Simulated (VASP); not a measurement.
# Al3Cu (P4/mmm) in VASP: notebook, part 2 of 2

VASP 6.6.1. Earlier steps stand in the parts before.

**4. Single point, PBEsol**

File INCAR:

```
ALGO     = Normal         # electronic algorithm
EDIFF    = 1E-6           # SCF threshold, eV
ENCUT    = 600            # plane-wave cutoff, eV
GGA      = PS             # functional
GGA_COMPAT= False        
ISIF     = 2              # what is computed and relaxed
ISMEAR   = 1              # smearing method
LASPH    = True           # aspherical terms in the spheres
LCHARG   = False          # write CHGCAR
LREAL    = False          # projectors in reciprocal space
LWAVE    = False          # write WAVECAR
NBANDS   = 18             # bands
NELM     = 120            # most SCF steps
PREC     = Accurate       # precision mode
SIGMA    = 0.05           # smearing width, eV
```

File KPOINTS:

```
k-points
0
Gamma
  7 7 3
```

File POSCAR:

```
Al3Cu
1.0
    2.7784050000      0.0000000000      0.0000000000
    0.0000000000      2.7784050000      0.0000000000
    0.0000000000      0.0000000000      7.5134030000
Al Cu
3 1
Direct
    0.0000000000      0.0000000000      0.5000000000
    0.5000000000      0.5000000000      0.2261160000
    0.5000000000      0.5000000000      0.7738840000
    0.0000000000      0.0000000000      0.0000000000
```

Potentials or basis: VASP PAW PBE potentials, release 64 (Al, Cu).

Command:

```console
$ cat potpaw_PBE.64/Al/POTCAR potpaw_PBE.64/Cu/POTCAR > POTCAR
$ mpirun -np 1 vasp_std > vasp.out
```

OUTCAR:

```text
EDIFF = 1E-6
   ENCUT = 600
   GGA = PS
   ISIF = 2
   ISMEAR = 1
   LASPH = True
   LREAL = False
   NELM = 120
   PREC = Accurate

 ion  position               nearest neighbor table
   1  0.000  0.000  0.500-   2 2.85   3 2.85   2 2.85   3 2.85   2 2.85   3 2.85   2 2.85   3 2.85

   2  0.500  0.500  0.226-   4 2.60   4 2.60   4 2.60   4 2.60   1 2.85   1 2.85   1 2.85   1 2.85

   3  0.500  0.500  0.774-   4 2.60   4 2.60   4 2.60   4 2.60   1 2.85   1 2.85   1 2.85   1 2.85

   4  0.000  0.000  0.000-   2 2.60   3 2.60   2 2.60   3 2.60   2 2.60   3 2.60   2 2.60   3 2.60

  LATTYP: Found a simple tetragonal cell.
 ALAT       =     2.7784050000
 C/A-ratio  =     2.7042144684

  Lattice vectors:

 A1 = (   2.7784050000,   0.0000000000,   0.0000000000)
 A2 = (   0.0000000000,   2.7784050000,   0.0000000000)
 A3 = (   0.0000000000,   0.0000000000,   7.5134030000)

Analysis of symmetry for initial positions (statically):
=====================================================================
 Subroutine PRICEL returns:
 Original cell was already a primitive cell.

 Routine SETGRP: Setting up the symmetry group for a
 simple tetragonal supercell.

 Subroutine GETGRP returns: Found 16 space group operations
 (whereof 16 operations were pure point group operations)
 out of a pool of 16 trial point group operations.

The static configuration has the point symmetry D_4h.

Analysis of symmetry for dynamics (positions and initial velocities):
=====================================================================
 Subroutine PRICEL returns:
 Original cell was already a primitive cell.

 Routine SETGRP: Setting up the symmetry group for a
 simple tetragonal supercell.

 Subroutine GETGRP returns: Found 16 space group operations
 (whereof 16 operations were pure point group operations)
 out of a pool of 16 trial point group operations.

The dynamic configuration has the point symmetry D_4h.

 Subroutine INISYM returns: Found 16 space group operations
 (whereof 16 operations are pure point group operations),
 and found     1 'primitive' translations

----------------------------------------------------------------------------------------

                                     Primitive cell

  volume of cell :      58.0000

  direct lattice vectors                    reciprocal lattice vectors
     2.778405000  0.000000000  0.000000000     0.359918730  0.000000000  0.000000000
     0.000000000  2.778405000  0.000000000     0.000000000  0.359918730  0.000000000
     0.000000000  0.000000000  7.513403000     0.000000000  0.000000000  0.133095483

  length of vectors
     2.778405000  2.778405000  7.513403000     0.359918730  0.359918730  0.133095483

  position of ions in fractional coordinates (direct lattice)
     0.000000000  0.000000000  0.500000000
     0.500000000  0.500000000  0.226116000
     0.500000000  0.500000000  0.773884000
     0.000000000  0.000000000  0.000000000

  ion indices of the primitive-cell ions
   primitive index   ion index
                 1           1
                 2           2
                 3           3
                 4           4

[... 21 lines left out ...]
 Subroutine IBZKPT returns following result:
 ===========================================

 Found     20 irreducible k-points:

 Following reciprocal coordinates:
            Coordinates               Weight
  0.000000  0.000000  0.000000      1.000000
  0.142857  0.000000  0.000000      4.000000
  0.285714  0.000000  0.000000      4.000000
  0.428571  0.000000  0.000000      4.000000
  0.142857  0.142857  0.000000      4.000000
  0.285714  0.142857  0.000000      8.000000
[... 12 lines left out ...]
  0.428571  0.285714  0.333333     16.000000
  0.428571  0.428571  0.333333      8.000000
   k-points           NKPTS =     20   k-points in BZ     NKDIM =     20   number of bands    NBANDS=     18
   number of dos      NEDOS =    301   number of ions     NIONS =      4
   total plane-waves  NPLWV =  34560
   dimension x,y,z NGX =    24 NGY =   24 NGZ =   60
   dimension x,y,z NGXF=    48 NGYF=   48 NGZF=  120
   ions per type =               3   1
   NGX,Y,Z   is equivalent  to a cutoff of  14.36, 14.36, 13.28 a.u.
   NGXF,Y,Z  is equivalent  to a cutoff of  28.72, 28.72, 26.55 a.u.
 SYSTEM =  unknown system
   PREC   = accura    normal or accurate (medium, high low for compatibility)
   ISTART =      0    job   : 0-new  1-cont  2-samecut
   ICHARG =      2    charge: 1-file 2-atom 10-const
   ISPIN  =      1    spin polarized calculation?
   LNONCOLLINEAR =      F non collinear calculations
   LSORBIT =      F    spin-orbit coupling
   LASPH  =      T    aspherical Exc in radial PAW
   ENCUT  =  600.0 eV  44.10 Ry    6.64 a.u.   5.55  5.55 15.01*2*pi/ulx,y,z
   NELM   =    120;   NELMIN=  2; NELMDL= -5     # of ELM steps
   EDIFF  = 0.1E-05   stopping-criterion for ELM
   LREAL  =      F    real-space projection
   EDIFFG = 0.1E-04   stopping-criterion for IOM
   NSW    =      0    number of steps for IOM
   IBRION =     -1    ionic relax: 0-MD 1-quasi-New 2-CG
   NFREE  =      0    steps in history (QN), initial steepest desc. (CG)
   ISIF   =      2    stress and relaxation
   ISYM   =      2    0-nonsym 1-usesym 2-fastsym
   POTIM  = 0.5000    time-step for ionic-motion
   TEBEG  =    0.0;   TEEND  =   0.0 temperature during run
   PSTRESS=    0.0 pullay stress
   NELECT =      20.0000    total number of electrons
   NUPDOWN=      -1.0000    fix difference up-down
   EMIN   =  10.00;   EMAX   =-10.00  energy-range for DOS
   EFERMI =   0.00;   METHOD = LEGACY
   ISMEAR =     1;   SIGMA  =   0.05  broadening in eV -4-tet -1-fermi 0-gaus
   EFERMI_NEDOS =   21; number of points for ismear=-14 and -15
   IALGO  =     38    algorithm
   IMIX   =      4    mixing-type and parameters
     AMIX     =   0.40;   BMIX     =  1.00
     AMIX_MAG =   1.60;   BMIX_MAG =  1.00
  volume/ion in A,a.u.               =      14.50        97.85
  Fermi-wavevector in a.u.,A,eV,Ry     =   1.148001  2.169407 17.931201  1.317906
  Thomas-Fermi vector in A             =   2.284678
   LORBIT       =      0    0 simple, 1 ext, 2 COOP (PROOUT), +10 PAW based schemes
   GGA     = PS    functional components
   LHFCALC =     F    Hartree Fock is set to
   AEXX    =    0.0000 exact exchange contribution
   IVDW    =     0    specifies the selected vdW correction
   LEPSILON=     F    determine dielectric tensor
   LRPA    =     F    only Hartree local field effects (RPA)
 non-spin polarized calculation
 Methfessel and Paxton  Order N= 1 SIGMA  =   0.05
  energy-cutoff  :      600.00
  volume of cell :       58.00
 maximum number of plane-waves:      1958
 NGX is ok and might be reduce to    24
   NGX = 11   NGY = 11   NGZ = 31

 number of electron      20.0000017 magnetization

 Free energy of the ion-electron system (eV)
  ---------------------------------------------------
  ext. energy  EPLUGINS =         0.00000000
  ---------------------------------------------------
  free energy    TOTEN  =       -16.97701056 eV

  energy without entropy =      -16.97726800  energy(sigma->0) =      -16.97709638

 E-fermi :   8.3199     XC(G=0): -10.9997

 val. band max:        8.2951025158   @ k =   0.4286   0.4286   0.0000
 cond. band min:       8.4039820853   @ k =   0.2857   0.0000   0.0000
 fundamental gap:      0.1088795696
 Fermi energy:         8.3199218833

 k-point     1 :       0.0000    0.0000    0.0000
  band No.  band energies     occupation
      1      -2.7605      2.00000
      2      -0.3352      2.00000
      3       0.0425      2.00000
      4       3.9492      2.00000
      5       4.0586      2.00000
      6       4.8317      2.00000
[... 397 lines left out ...]
      5       5.1041      2.00000
      6       5.3458      2.00000
[... 10 lines left out ...]
     17      12.8751      0.00000
     18      13.5347      0.00000

------------------------ aborting loop because EDIFF is reached ----------------------------------------

  FORCE on cell =-STRESS in cart. coord.  units (eV):
  Direction    XX          YY          ZZ          XY          YZ          ZX
  --------------------------------------------------------------------------------------
  -------------------------------------------------------------------------------------
  Total        0.7886713      0.7886713     -0.3463688      0.0000000      0.0000000     -0.0000000
  in kB       21.7860680     21.7860680     -9.5680081      0.0000000      0.0000000     -0.0000000
  external PRESSURE =      11.3347093 kB  Pullay stress =       0.0000000 kB

 VOLUME and BASIS-vectors are now :
 -----------------------------------------------------------------------------
  energy-cutoff  :      600.00
  volume of cell :       58.00
      direct lattice vectors                 reciprocal lattice vectors
     2.778405000  0.000000000  0.000000000     0.359918730  0.000000000  0.000000000
     0.000000000  2.778405000  0.000000000     0.000000000  0.359918730  0.000000000
     0.000000000  0.000000000  7.513403000     0.000000000  0.000000000  0.133095483

 POSITION                                       TOTAL-FORCE (eV/Angst)
 -----------------------------------------------------------------------------------
      0.00000      0.00000      3.75670         0.000000      0.000000      0.000000
      1.38920      1.38920      1.69890        -0.000000     -0.000000      0.013133
      1.38920      1.38920      5.81450         0.000000     -0.000000     -0.013133
      0.00000      0.00000      0.00000         0.000000      0.000000      0.000000
 -----------------------------------------------------------------------------------
    total drift:                                0.000000      0.000000     -0.000000

  FREE ENERGIE OF THE ION-ELECTRON SYSTEM (eV)
  ---------------------------------------------------
  free  energy   TOTEN  =       -16.9770105620 eV

  energy  without entropy=      -16.9772680041  energy(sigma->0) =      -16.97709638
```

It took 12 s on 1 thread of Intel Xeon 6975P-C (Granite Rapids), shared host; peak memory 0.18 GiB.

What came out:

```yaml
Free_energy: -16.9770 eV
Pressure: 1.1 GPa
Largest_force: 0.013 eV/Å
Band_gap_on_the_k_mesh: zero (bands 10 and 11 overlap by 4.41 eV)
```

Forces on the atoms (eV/Å):
```
Al   0.000  0.000  0.000
Al   0.000  0.000  0.013
Al   0.000  0.000 -0.013
Cu   0.000  0.000  0.000
```

Levels at points of the mesh, in eV from the Fermi level:
| k point | band 6 | band 7 | band 8 | band 9 | band 10 | band 11 | band 12 | band 13 | band 14 | band 15 |
| --- | --- | --- | --- | --- | --- | --- | --- | --- | --- | --- |
| (0.00, 0.00, 0.00) | -3.49 | -3.49 | -3.09 | -1.51 | 0.90 | 6.50 | 6.77 | 6.77 | 8.07 | 9.14 |

Caveat: the PAW data sets were made with another functional, which shifts forces and pressure a little.

**5. Overview**

```csv
k mesh,gap on the mesh (eV),pressure (GPa),largest force (eV/Å)
5 × 5 × 2,none,1.5,0.43
6 × 6 × 3,none,1.4,0.19
7 × 7 × 3,none,1.1,0.01
```

Alike in all rows: task single point; level PBEsol; potentials or basis VASP PAW PBE potentials, release 64 (Al, Cu); no spin polarisation; cell as given; cutoff (eV) 600; smearing methfessel-paxton 0.05 eV.

Caveats: some runs use coarse meshes; the PAW data sets were made with another functional, which shifts forces and pressure a little.

Total energies depend on the potentials used, so only differences within one code and one set of settings carry meaning.
